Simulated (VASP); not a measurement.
Input of a VASP 6.6.1 run:

INCAR

```
SYSTEM = Ti
  PREC = Accurate
  ENCUT = 520
  EDIFF = 1E-6
  ISMEAR = -1
  SIGMA = 0.05
  LREAL = .FALSE.
  LASPH = .TRUE.
  NELM = 100
  ALGO = Normal
  ISIF = 2
  LWAVE = .FALSE.
  LCHARG = .FALSE.
  GGA = PS
  NBANDS = 19
```

File KPOINTS:

```
Automatic mesh
0
G
  15 15 8
  0 0 0
```

POSCAR

```
Ti
1.0
    2.7766043642      0.0000000000      0.0000000000
   -1.3883021821      2.4046099156      0.0000000000
    0.0000000000      0.0000000000      4.4101396098
Ti
2
Direct
    0.3333333333      0.6666666667      0.2500000000
    0.6666666667      0.3333333333      0.7500000000
```

Potentials or basis: VASP PAW PBE potentials, release 64 (Ti_sv).

The run is started by

```console
$ cat potpaw_PBE.64/Ti_sv/POTCAR > POTCAR
$ mpirun -np 1 vasp_std > vasp.out
```

What does it give for the band gap on the k mesh?

Zero (band 12 reaches 11.03 eV, above the bottom of band 13 at 9.76 eV).

What does it give for the pressure?

18.4 GPa.

Caveat: the PAW data sets were made with another functional, which shifts forces and pressure a little.
